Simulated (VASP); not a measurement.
**TiC18: single point with PBE**

The system is TiC18, a slab with vacuum.

```
C Ti
1.0
     7.39800    0.00000    0.00000
    -3.69900    6.40686    0.00000
     0.00000    0.00000   11.00000
C Ti
18 1
Direct
  0.99929 0.00065 0.09022
  0.22271 0.11236 0.09024
  0.99931 0.33310 0.09225
  0.22269 0.44479 0.09225
  0.99929 0.66552 0.09026
  0.22271 0.77723 0.09027
  0.33443 0.00065 0.09027
  0.55729 0.11209 0.09243
  0.33415 0.33523 0.09242
  0.55516 0.44479 0.09225
  0.33415 0.66580 0.09244
  0.55516 0.77725 0.09225
  0.66684 0.00063 0.09225
  0.88786 0.11209 0.09241
  0.66684 0.33310 0.09225
  0.88786 0.44265 0.09243
  0.66471 0.66580 0.09242
  0.88758 0.77723 0.09023
  0.11092 0.88898 0.25682
```

```yaml
Program: VASP 6.6.1
Task: single point
Functional: PBE
Potentials_or_basis: VASP PAW PBE potentials, release 64 (C, Ti_sv)
Cutoff: 520 eV
k_mesh: 2 × 2 × 1
Occupations: fermi-dirac, width 0.05 eV
Spin: collinear spin
Starting_moments: "[0.0, 0.0, 0.0, 0.0, 0.0, 0.0, 0.0, 0.0, 0.0, 0.0, 0.0, 0.0, 0.0, 0.0, 0.0, 0.0, 0.0, 0.0, 1.52] μB"
```

```
Largest force                                         : 0.359 eV/Å
Band gap on the k mesh                                : zero (filled and empty bands overlap)
Net moment                                            : 1.98 μB per cell
Site moments                                          : C +0.01, -0.00 (each value once); Ti +1.60 μB
Valence electrons inside the program's atomic spheres : C 2.66; Ti 10.32
```

Forces in eV/Å, atoms in the order of the input:
```
C    0.004 -0.002  0.048
C   -0.004  0.001  0.052
C   -0.022 -0.016  0.001
C    0.022  0.026 -0.001
C    0.007  0.004  0.052
C    0.001  0.000  0.047
C    0.000 -0.007  0.052
C    0.008  0.002  0.008
C   -0.005  0.014  0.010
C   -0.028  0.015 -0.003
C    0.012 -0.006  0.009
C   -0.010 -0.033 -0.001
C    0.002  0.027  0.002
C   -0.007  0.005  0.011
C    0.026 -0.015  0.000
C    0.002 -0.009  0.008
C   -0.013 -0.003  0.010
C   -0.003  0.003  0.052
Ti   0.010 -0.006 -0.359
```

Levels at points of the mesh, in eV from the Fermi level:
Spin up:
| k point | band 41 | band 42 | band 43 | band 44 | band 45 | band 46 |
| --- | --- | --- | --- | --- | --- | --- |
| (0.00, 0.00, 0.00) | -1.36 | -1.36 | -0.80 | 0.40 | 0.40 | 0.58 |
| (0.50, 0.00, 0.00) | -0.83 | -0.74 | -0.40 | 0.32 | 0.63 | 0.78 |
| (0.00, 0.50, 0.00) | -0.83 | -0.74 | -0.40 | 0.32 | 0.63 | 0.78 |
| (0.50, 0.50, 0.00) | -0.83 | -0.74 | -0.40 | 0.32 | 0.63 | 0.78 |
Spin down:
```
           k point  band 38  band 39  band 40  band 41  band 42  band 43
(0.00, 0.00, 0.00)    -3.78    -1.21    -1.21    -1.03    -1.03    -0.12
(0.50, 0.00, 0.00)    -3.52    -3.43    -3.17     0.05     0.12     0.69
(0.00, 0.50, 0.00)    -3.52    -3.43    -3.17     0.05     0.12     0.69
(0.50, 0.50, 0.00)    -3.52    -3.43    -3.17     0.05     0.12     0.69
```

Run time: 42 min on 1 thread of Intel(R) Xeon(R) Platinum 8488C (Sapphire Rapids), with other jobs on the host, peak memory 0.83 GiB.

Caveat: the k points lie up to 0.49 Å⁻¹ apart, too coarse for converged energies and pressures of a metal; there is no dipole correction, which matters where the two faces differ.
